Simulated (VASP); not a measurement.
Input of a VASP 6.6.1 run:

File INCAR:

```
SYSTEM = CaO
PREC = Accurate
ENCUT = 520
EDIFF = 1E-7
ISMEAR = 0
SIGMA = 0.01
LREAL = .FALSE.
LASPH = .TRUE.
NELM = 60
ALGO = Normal
ISIF = 2
LWAVE = .FALSE.
LCHARG = .FALSE.
GGA = PE
NBANDS = 24
```

The input KPOINTS:

```
regular mesh
0
G
  9 9 4
  0 0 0
```

Contents of POSCAR:

```
CaO
1.0
    3.3199366349      0.0000000000      0.0000000000
   -1.6599683174      2.8751494647      0.0000000000
    0.0000000000      0.0000000000      5.8143085363
Ca O
2 2
Direct
    0.0000000000      0.0000000000      0.0000000000
    0.0000000000      0.0000000000      0.5000000000
    0.3333333333      0.6666666667      0.2500000000
    0.6666666667      0.3333333333      0.7500000000
```

Potentials or basis: VASP PAW PBE potentials, release 64 (Ca_sv, O).

Command:

```bash
$ cat potpaw_PBE.64/Ca_sv/POTCAR potpaw_PBE.64/O/POTCAR > POTCAR
$ mpirun -np 1 vasp_std > vasp.out
```

Problem. Estimate the band gap on the k mesh.

Solution. 3.83 eV.

Problem. What does it give for the pressure?

Solution. 3.3 GPa.

Stress tensor (GPa, compression positive):
```
3.01 0.00 0.00
0.00 3.01 0.00
0.00 0.00 3.74
```

Caveat: the cell stands under pressure; an odd mesh through Γ misses points on the zone boundary, where band edges can lie.
